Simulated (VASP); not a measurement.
# ZnO (rock salt type) (Fm-3m) in VASP: settings compared

Aim: see how the results for ZnO (rock salt type) move with the level of theory and the settings. Levels: PBE, r2SCAN. Tasks: single point.

Everything below comes from runs of VASP 6.6.1. Logs are shortened: lines on timing, memory, paths and dates and some standing lists are left out, and cuts for length are marked.

## 1. The cell of the first run

Symmetry: Fm-3m, No. 225, cubic system. The conventional cell has a = 4.414 Å, b = 4.414 Å, c = 4.414 Å, α = 90.00°, β = 90.00°, γ = 90.00°. Within 2.9 Å of Zn (site symmetry m-3m) lie 6 O at 2.21 Å. Within 2.9 Å of O (site symmetry m-3m) lie 6 Zn at 2.21 Å.

## 2. Single point, PBE

INCAR reads:

```
ALGO = Normal ; EDIFF = 1E-6
ENCUT = 520 ; GGA = PE
ISIF = 2 ; ISMEAR = -1
LASPH = True ; LCHARG = True
LELF = True ; LREAL = False
LVHAR = True ; LWAVE = False
NBANDS = 16 ; NELM = 80
PREC = Accurate ; SIGMA = 0.06122561905347299
```

KPOINTS reads:

```
k-points
0
Gamma
  15 15 15
```

POSCAR reads:

```
ZnO
1.0
    0.0000000000      2.2068596475      2.2068596475
    2.2068596475      0.0000000000      2.2068596475
    2.2068596475      2.2068596475      0.0000000000
Zn O
1 1
Direct
    0.0000000000      0.0000000000      0.0000000000
    0.5000000000      0.5000000000      0.5000000000
```

Potentials or basis: VASP PAW PBE potentials, release 64 (Zn, O).

Run with:

```
cat potpaw_PBE.64/Zn/POTCAR potpaw_PBE.64/O/POTCAR > POTCAR
mpirun -np 1 vasp_std > vasp.out
```

OUTCAR:

```text
EDIFF = 1E-6
   ENCUT = 520
   GGA = PE
   ISIF = 2
   ISMEAR = -1
   LASPH = True
   LREAL = False
   NELM = 80
   PREC = Accurate

 ion  position               nearest neighbor table
   1  0.000  0.000  0.000-   2 2.21   2 2.21   2 2.21   2 2.21   2 2.21   2 2.21
   2  0.500  0.500  0.500-   1 2.21   1 2.21   1 2.21   1 2.21   1 2.21   1 2.21

  LATTYP: Found a face centered cubic cell.
 ALAT       =     4.4137192950

  Lattice vectors:

 A1 = (   0.0000000000,   2.2068596475,   2.2068596475)
 A2 = (   2.2068596475,   0.0000000000,   2.2068596475)
 A3 = (   2.2068596475,   2.2068596475,   0.0000000000)

Analysis of symmetry for initial positions (statically):
=====================================================================
 Subroutine PRICEL returns:
 Original cell was already a primitive cell.

 Routine SETGRP: Setting up the symmetry group for a
 face centered cubic supercell.

 Subroutine GETGRP returns: Found 48 space group operations
 (whereof 48 operations were pure point group operations)
 out of a pool of 48 trial point group operations.

The static configuration has the point symmetry O_h .

Analysis of symmetry for dynamics (positions and initial velocities):
=====================================================================
 Subroutine PRICEL returns:
 Original cell was already a primitive cell.

 Routine SETGRP: Setting up the symmetry group for a
 face centered cubic supercell.

 Subroutine GETGRP returns: Found 48 space group operations
 (whereof 48 operations were pure point group operations)
 out of a pool of 48 trial point group operations.

The dynamic configuration has the point symmetry O_h .

 Subroutine INISYM returns: Found 48 space group operations
 (whereof 48 operations are pure point group operations),
 and found     1 'primitive' translations

----------------------------------------------------------------------------------------

                                     Primitive cell

  volume of cell :      21.4958

  direct lattice vectors                    reciprocal lattice vectors
     0.000000000  2.206859647  2.206859647    -0.226566289  0.226566289  0.226566289
     2.206859647  0.000000000  2.206859647     0.226566289 -0.226566289  0.226566289
     2.206859647  2.206859647  0.000000000     0.226566289  0.226566289 -0.226566289

  length of vectors
     3.120970844  3.120970844  3.120970844     0.392424323  0.392424323  0.392424323

  position of ions in fractional coordinates (direct lattice)
     0.000000000  0.000000000  0.000000000
     0.500000000  0.500000000  0.500000000

  ion indices of the primitive-cell ions
   primitive index   ion index
                 1           1
                 2           2

----------------------------------------------------------------------------------------

 KPOINTS: k-points

Automatic generation of k-mesh.
 Grid dimensions read from file:
 generate k-points for:   15   15   15

 Generating k-lattice:

  Cartesian coordinates                     Fractional coordinates (reciprocal lattice)
    -0.015104419  0.015104419  0.015104419     0.066666667  0.000000000  0.000000000
     0.015104419 -0.015104419  0.015104419     0.000000000  0.066666667  0.000000000
     0.015104419  0.015104419 -0.015104419     0.000000000  0.000000000  0.066666667

  Length of vectors
     0.026161622  0.026161622  0.026161622

  Shift w.r.t. Gamma in fractional coordinates (k-lattice)
     0.000000000  0.000000000  0.000000000

 Subroutine IBZKPT returns following result:
 ===========================================

 Found    120 irreducible k-points:

 Following reciprocal coordinates:
            Coordinates               Weight
  0.000000  0.000000  0.000000      1.000000
  0.066667  0.000000  0.000000      8.000000
  0.133333  0.000000  0.000000      8.000000
  0.200000  0.000000  0.000000      8.000000
  0.266667  0.000000  0.000000      8.000000
  0.333333  0.000000  0.000000      8.000000
[... 16 lines left out ...]
  0.133333  0.133333  0.000000      6.000000
  0.200000  0.133333  0.000000     24.000000
 [... further k-points ...]
   k-points           NKPTS =    120   k-points in BZ     NKDIM =    120   number of bands    NBANDS=     16
   number of dos      NEDOS =    301   number of ions     NIONS =      2
   total plane-waves  NPLWV =  13824
   dimension x,y,z NGX =    24 NGY =   24 NGZ =   24
   dimension x,y,z NGXF=    48 NGYF=   48 NGZF=   48
   ions per type =               1   1
   NGX,Y,Z   is equivalent  to a cutoff of  12.78, 12.78, 12.78 a.u.
   NGXF,Y,Z  is equivalent  to a cutoff of  25.57, 25.57, 25.57 a.u.
 SYSTEM =  unknown system
   PREC   = accura    normal or accurate (medium, high low for compatibility)
   ISTART =      0    job   : 0-new  1-cont  2-samecut
   ICHARG =      2    charge: 1-file 2-atom 10-const
   ISPIN  =      1    spin polarized calculation?
   LNONCOLLINEAR =      F non collinear calculations
   LSORBIT =      F    spin-orbit coupling
   LASPH  =      T    aspherical Exc in radial PAW
   ENCUT  =  520.0 eV  38.22 Ry    6.18 a.u.   5.80  5.80  5.80*2*pi/ulx,y,z
   NELM   =     80;   NELMIN=  2; NELMDL= -5     # of ELM steps
   EDIFF  = 0.1E-05   stopping-criterion for ELM
   LREAL  =      F    real-space projection
   EDIFFG = 0.1E-04   stopping-criterion for IOM
   NSW    =      0    number of steps for IOM
   IBRION =     -1    ionic relax: 0-MD 1-quasi-New 2-CG
   NFREE  =      0    steps in history (QN), initial steepest desc. (CG)
   ISIF   =      2    stress and relaxation
   ISYM   =      2    0-nonsym 1-usesym 2-fastsym
   POTIM  = 0.5000    time-step for ionic-motion
   TEBEG  =    0.0;   TEEND  =   0.0 temperature during run
   PSTRESS=    0.0 pullay stress
   NELECT =      18.0000    total number of electrons
   NUPDOWN=      -1.0000    fix difference up-down
   EMIN   =  10.00;   EMAX   =-10.00  energy-range for DOS
   EFERMI =   0.00;   METHOD = LEGACY
   ISMEAR =    -1;   SIGMA  =   0.06  broadening in eV -4-tet -1-fermi 0-gaus
   EFERMI_NEDOS =   21; number of points for ismear=-14 and -15
   IALGO  =     38    algorithm
   IMIX   =      4    mixing-type and parameters
     AMIX     =   0.40;   BMIX     =  1.00
     AMIX_MAG =   1.60;   BMIX_MAG =  1.00
  volume/ion in A,a.u.               =      10.75        72.53
  Fermi-wavevector in a.u.,A,eV,Ry     =   1.543053  2.915948 32.395659  2.381014
  Thomas-Fermi vector in A             =   2.648771
   LORBIT       =      0    0 simple, 1 ext, 2 COOP (PROOUT), +10 PAW based schemes
   GGA     = PE    functional components
   LHFCALC =     F    Hartree Fock is set to
   AEXX    =    0.0000 exact exchange contribution
   IVDW    =     0    specifies the selected vdW correction
   LEPSILON=     F    determine dielectric tensor
   LRPA    =     F    only Hartree local field effects (RPA)
 non-spin polarized calculation
  energy-cutoff  :      520.00
  volume of cell :       21.50
 maximum number of plane-waves:       589
   NGX = 11   NGY = 11   NGZ = 11

 number of electron      17.9999990 magnetization

 Free energy of the ion-electron system (eV)
  ---------------------------------------------------
  ext. energy  EPLUGINS =         0.00000000
  ---------------------------------------------------
  free energy    TOTEN  =        -8.60649817 eV

  energy without entropy =       -8.60641870  energy(sigma->0) =       -8.60645843

 E-fermi :   2.2207     XC(G=0): -11.7789

 val. band max:        1.8171668531   @ k =   0.4667   0.0000   0.0000
 cond. band min:       2.3068284795   @ k =   0.0000   0.0000   0.0000
 fundamental gap:      0.4896616264
 Fermi energy:         2.2207219424

 k-point     1 :       0.0000    0.0000    0.0000
  band No.  band energies     occupation
      1     -15.9709      2.00000
      2      -2.9071      2.00000
      3      -2.9071      2.00000
      4      -2.9071      2.00000
      5      -2.7305      2.00000
      6      -2.7305      2.00000
[... 8 lines left out ...]
     15      19.9670      0.00000
     16      19.9670      0.00000

 k-point     2 :       0.0667    0.0000    0.0000
  band No.  band energies     occupation
      1     -15.9296      2.00000
      2      -2.9294      2.00000
      3      -2.9040      2.00000
      4      -2.9040      2.00000
      5      -2.7672      2.00000
      6      -2.7672      2.00000
[... 8 lines left out ...]
     15      20.2441      0.00000
     16      20.2441      0.00000

 k-point     3 :       0.1333    0.0000    0.0000
  band No.  band energies     occupation
      1     -15.8095      2.00000
      2      -3.0172      2.00000
      3      -2.9533      2.00000
      4      -2.9533      2.00000
      5      -2.8060      2.00000
      6      -2.8060      2.00000
[... 8 lines left out ...]
     15      20.7327      0.00000
     16      20.7327      0.00000

 k-point     4 :       0.2000    0.0000    0.0000
  band No.  band energies     occupation
      1     -15.6250      2.00000
      2      -3.2367      2.00000
      3      -3.1065      2.00000
      4      -3.1065      2.00000
      5      -2.7672      2.00000
      6      -2.7672      2.00000
[... 8 lines left out ...]
     15      21.3995      0.00000
     16      21.3995      0.00000
[... 324 lines left out ...]
 k-point    22 :      -0.0667    0.0667    0.0000
  band No.  band energies     occupation
      1     -15.8620      2.00000
      2      -2.9538      2.00000
      3      -2.9442      2.00000
      4      -2.8851      2.00000
      5      -2.8826      2.00000
      6      -2.7518      2.00000
[... 8 lines left out ...]
     15      20.2204      0.00000
     16      21.3303      0.00000

 k-point    23 :       0.1333    0.1333    0.0000
  band No.  band energies     occupation
      1     -15.7601      2.00000
      2      -3.1539      2.00000
      3      -2.9624      2.00000
      4      -2.8934      2.00000
      5      -2.8934      2.00000
      6      -2.7033      2.00000
[... 8 lines left out ...]
     15      23.2843      0.00000
     16      23.2843      0.00000

 k-point    24 :       0.2000    0.1333    0.0000
  band No.  band energies     occupation
      1     -15.6288      2.00000
      2      -3.3612      2.00000
      3      -3.0188      2.00000
      4      -2.9154      2.00000
      5      -2.8645      2.00000
      6      -2.6919      2.00000
[... 8 lines left out ...]
     15      23.4141      0.00000
     16      24.0018      0.00000

 [... further k-points ...]

------------------------ aborting loop because EDIFF is reached ----------------------------------------

  FORCE on cell =-STRESS in cart. coord.  units (eV):
  Direction    XX          YY          ZZ          XY          YZ          ZX
  --------------------------------------------------------------------------------------
  -------------------------------------------------------------------------------------
  Total       -1.0275206     -1.0275206     -1.0275206     -0.0000000     -0.0000000      0.0000000
  in kB      -76.5855791    -76.5855791    -76.5855791     -0.0000000     -0.0000000      0.0000000
  external PRESSURE =     -76.5855791 kB  Pullay stress =       0.0000000 kB

 VOLUME and BASIS-vectors are now :
 -----------------------------------------------------------------------------
  energy-cutoff  :      520.00
  volume of cell :       21.50
      direct lattice vectors                 reciprocal lattice vectors
     0.000000000  2.206859647  2.206859647    -0.226566289  0.226566289  0.226566289
     2.206859647  0.000000000  2.206859647     0.226566289 -0.226566289  0.226566289
     2.206859647  2.206859647  0.000000000     0.226566289  0.226566289 -0.226566289

 POSITION                                       TOTAL-FORCE (eV/Angst)
 -----------------------------------------------------------------------------------
      0.00000      0.00000      0.00000        -0.000000     -0.000000      0.000000
      2.20686      2.20686      2.20686         0.000000      0.000000     -0.000000
 -----------------------------------------------------------------------------------
    total drift:                                0.000000     -0.000000     -0.000000

  FREE ENERGIE OF THE ION-ELECTRON SYSTEM (eV)
  ---------------------------------------------------
  free  energy   TOTEN  =        -8.6064981662 eV

  energy  without entropy=       -8.6064187007  energy(sigma->0) =       -8.60645843
```

Wall time 19 s (1 thread of Intel Xeon Platinum 8375C at 2.90GHz (Ice Lake), shared host); peak memory 0.16 GiB.

Results:

```yaml
Free_energy: -8.6065 eV
Pressure: -7.7 GPa
Band_gap_on_the_k_mesh: 0.49 eV, indirect (least direct gap 1.53 eV)
```

Levels at points of the mesh, in eV from the valence-band top:
```tsv
k point	band 5	band 6	band 7	band 8	band 9	band 10	band 11	band 12	band 13	band 14
(0.00, 0.00, 0.00)	-4.55	-4.55	-1.04	-1.04	-1.04	0.49	17.44	17.44	17.44	17.98
```

A k mesh can miss the band edges. PBE gaps usually lie below the measured ones, often by a third to a half.

## 3. Single point, r2SCAN

This run uses another cell than the first one, of 9.63 Å³/atom, 0.896 times its volume.

POSCAR reads:

```
ZnO
1.0
    0.0000000000      2.1277174743      2.1277174743
    2.1277174743      0.0000000000      2.1277174743
    2.1277174743      2.1277174743      0.0000000000
Zn O
1 1
Direct
    0.0000000000      0.0000000000      0.0000000000
    0.5000000000      0.5000000000      0.5000000000
```

INCAR.step1 reads:

```
PREC = Accurate ; ENCUT = 520
ISMEAR = -1 ; SIGMA = 0.1
LREAL = F ; LASPH = T
NELM = 80 ; NBANDS = 16
GGA = PE ; ALGO = Normal
EDIFF = 1E-4 ; LWAVE = T
LCHARG = F
```

INCAR.step2 reads:

```
PREC = Accurate ; ENCUT = 520
EDIFF = 1E-6 ; ISMEAR = -1
SIGMA = 0.1 ; LREAL = F
LASPH = T ; NELM = 80
ALGO = Normal ; ISIF = 2
LWAVE = F ; LCHARG = T
METAGGA = R2SCAN ; LMIXTAU = T
LELF = T ; LVHAR = T
NBANDS = 16 ; ISTART = 1
```

KPOINTS reads:

```
regular mesh
0
Gamma
  13 13 13
```

Potentials or basis: VASP PAW PBE potentials, release 64 (Zn, O).

Run with:

```
cat potpaw_PBE.64/Zn/POTCAR potpaw_PBE.64/O/POTCAR > POTCAR
cp INCAR.step1 INCAR
mpirun -np 1 vasp_std > vasp.out
cp INCAR.step2 INCAR
mpirun -np 1 vasp_std > vasp.out
```

Run time: 68 s. Hardware: 1 thread of Intel Xeon Platinum 8375C at 2.90GHz (Ice Lake), shared host; peak memory 0.16 GiB.

The run converged. Its results:

```
Free energy            : -17.9467 eV
Pressure               : 3.1 GPa
Band gap on the k mesh : 1.61 eV, indirect (least direct gap 3.06 eV)
```

Levels at points of the mesh, in eV from the valence-band top:
```csv
k point,band 7,band 8,band 9,band 10,band 11,band 12
"(0.00, 0.00, 0.00)",-1.45,-1.45,-1.45,1.61,18.90,18.90
```

Caveat: the PAW data sets were made with another functional, which shifts forces and pressure a little.

## 4. Single point, r2SCAN

This run uses another cell than the first one, of 9.63 Å³/atom, 0.896 times its volume.

POSCAR is that of step 3.

INCAR.step1 reads:

```
SYSTEM = ZnO
ALGO = Normal ; EDIFF = 1E-4
ENCUT = 520 ; GGA = PE
ISMEAR = -1 ; LASPH = .TRUE.
LCHARG = .FALSE. ; LREAL = .FALSE.
LWAVE = .TRUE. ; NBANDS = 16
NELM = 60 ; PREC = Accurate
SIGMA = 0.1
```

INCAR.step2 reads:

```
SYSTEM = ZnO
ALGO = Normal ; EDIFF = 1E-6
ENCUT = 520 ; ISIF = 2
ISMEAR = -1 ; ISTART = 1
LASPH = .TRUE. ; LCHARG = .FALSE.
LMIXTAU = .TRUE. ; LREAL = .FALSE.
LWAVE = .FALSE. ; METAGGA = R2SCAN
NBANDS = 16 ; NELM = 60
PREC = Accurate ; SIGMA = 0.1
```

KPOINTS reads:

```
k-points
0
G
  13 13 13
  0 0 0
```

Run with:

```
cat potpaw_PBE.64/Zn/POTCAR potpaw_PBE.64/O/POTCAR > POTCAR
cp INCAR.step1 INCAR
mpirun -np 1 vasp_std > vasp.out
cp INCAR.step2 INCAR
mpirun -np 1 vasp_std > vasp.out
```

Wall time 67 s (1 thread of Intel Xeon Platinum 8375C at 2.90GHz (Ice Lake), shared host); peak memory 0.16 GiB.

The run converged. Its results:

* Free energy: -17.9467 eV
* Pressure: 3.1 GPa
* Band gap on the k mesh: 1.61 eV, indirect (least direct gap 3.06 eV)

Levels at points of the mesh, in eV from the valence-band top:
| k point | band 6 | band 7 | band 8 | band 9 | band 10 | band 11 | band 12 | band 13 |
| --- | --- | --- | --- | --- | --- | --- | --- | --- |
| (0.00, 0.00, 0.00) | -4.72 | -1.45 | -1.45 | -1.45 | 1.61 | 18.90 | 18.90 | 18.90 |

Caveat: the PAW data sets were made with another functional, which shifts forces and pressure a little. A k mesh can miss the band edges.

(Part 1 of 2 ends here.)
